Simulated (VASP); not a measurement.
A run of VASP 6.6.1 is set up as follows.

File INCAR:

```
SYSTEM = Si
PREC = Accurate
ENCUT = 520
EDIFF = 1E-6
ISMEAR = -1
SIGMA = 0.02
LREAL = .FALSE.
LASPH = .TRUE.
NELM = 80
ALGO = Normal
ISIF = 2
LWAVE = .FALSE.
LCHARG = .FALSE.
GGA = PS
NBANDS = 11
```

KPOINTS

```
regular mesh
0
G
  10 10 10
  0 0 0
```

Contents of POSCAR:

```
Si
1.0
    0.0000000000      2.7218511865      2.7218511865
    2.7218511865      0.0000000000      2.7218511865
    2.7218511865      2.7218511865      0.0000000000
Si
2
Direct
    0.7500000000      0.7500000000      0.7500000000
    0.5000000000      0.5000000000      0.5000000000
```

Potentials or basis: VASP PAW PBE potentials, release 64 (Si).

Command:

```sh
$ cat potpaw_PBE.64/Si/POTCAR > POTCAR
$ mpirun -np 1 vasp_std > vasp.out
```

Question: Predict the pressure.

Answer: -0.4 GPa.

Question: What does it give for the band gap on the k mesh?

Answer: 0.48 eV, indirect (least direct gap 2.51 eV).

Caveat: the PAW data sets were made with another functional, which shifts forces and pressure a little. A k mesh can miss the band edges.
